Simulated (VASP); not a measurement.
CaO, 2 atoms in the cell. It takes space group Fm-3m (No. 225, cubic). The conventional cell has a = 4.807 Å, b = 4.807 Å, c = 4.807 Å, α = 90.00°, β = 90.00°, γ = 90.00°. Within 3.2 Å of Ca (site symmetry m-3m) lie 6 O at 2.40 Å. Within 3.2 Å of O (site symmetry m-3m) lie 6 Ca at 2.40 Å. 

- Program: VASP 6.6.1
- Task: relaxation of cell and atoms
- Functional: PBE
- Dispersion: D3(BJ)
- Potentials or basis: VASP PAW PBE potentials, release 64 (Ca_sv, O)
- Cutoff: 600 eV
- k mesh: 10 × 10 × 10
- Occupations: fermi-dirac, width 0.05 eV
- Spin: no spin polarisation
- Dipole correction: no
- Further INCAR settings: ALGO = Normal; EDIFF = 1e-06; IBRION = 2; EDIFFG = -0.01; NSW = 60; ISIF = 3

Potentials or basis: VASP PAW PBE potentials, release 64 (Ca_sv, O).

Launch:

```sh
$ cat potpaw_PBE.64/Ca_sv/POTCAR potpaw_PBE.64/O/POTCAR > POTCAR
$ mpirun -np 1 vasp_std > vasp.out
```

Hardware: 1 thread of Intel Xeon 8259CL (shared host).

Question: How long does it take, and how much memory?

Answer: Run time: 56 s on 1 thread of Intel Xeon 8259CL, with other jobs on the host, peak memory 0.19 GiB. Counts: scf iterations 29, k points 47, ion steps 3.
